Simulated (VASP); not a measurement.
Write the native input for VASP 6.6.1 that does the following.

```
Task                   : single point
Functional             : PBE
Potentials or basis    : VASP PAW PBE potentials, release 64 (Ni_sv_GW, Si)
Cutoff                 : 690 eV
k mesh                 : 7 × 7 × 7
Occupations            : fermi-dirac, width 0.05 eV
Spin                   : collinear spin, ferromagnetic start
Starting moments       : [0.8, 0.0, 0.0] μB
Fixed moment           : 0.8 μB
Dipole correction      : no
Further INCAR settings : ALGO = Normal; EDIFF = 1e-06; NBANDS = 24
```

The structure of Si2Ni lies in POSCAR:

```
Si2Ni
1.0
    0.0000000000      2.7030000000      2.7030000000
    2.7030000000      0.0000000000      2.7030000000
    2.7030000000      2.7030000000      0.0000000000
Ni Si
1 2
Direct
    0.0000000000      0.0000000000      0.0000000000
    0.7500000000      0.7500000000      0.7500000000
    0.2500000000      0.2500000000      0.2500000000
```

These files were run (other wordings do the same):

INCAR

```
PREC = Accurate ; ENCUT = 690
EDIFF = 1E-6 ; ISMEAR = -1
SIGMA = 0.05 ; LREAL = F
LASPH = T ; NELM = 200
ALGO = Normal ; ISIF = 2
LWAVE = F ; LCHARG = F
ISPIN = 2 ; MAGMOM = 0.8 0 0
LORBIT = 11 ; NUPDOWN = 0.8
LMAXMIX = 4 ; GGA = PE
NBANDS = 24 ; GGA_COMPAT = F
```

KPOINTS

```
regular mesh
0
Gamma
  7 7 7
```

Potentials or basis: VASP PAW PBE potentials, release 64 (Ni_sv_GW, Si).

Launch:

```bash
$ cat potpaw_PBE.64/Ni_sv_GW/POTCAR potpaw_PBE.64/Si/POTCAR > POTCAR
$ mpirun -np 1 vasp_std > vasp.out
```

It gave:

The pressure is 5.2 GPa, the net moment is 0.80 μB per cell and the site moments are Ni +0.36; Si +0.10 μB. The valence electrons inside the program's atomic spheres are Ni 16.59; Si 1.59.

Caveat: the cell stands under pressure; the total moment is fixed, so each spin has its own Fermi level and the state may be an excited one.

It took 110 s on 1 thread of AMD EPYC 9R14 (Zen 4), with other jobs on the host, peak memory 0.24 GiB.
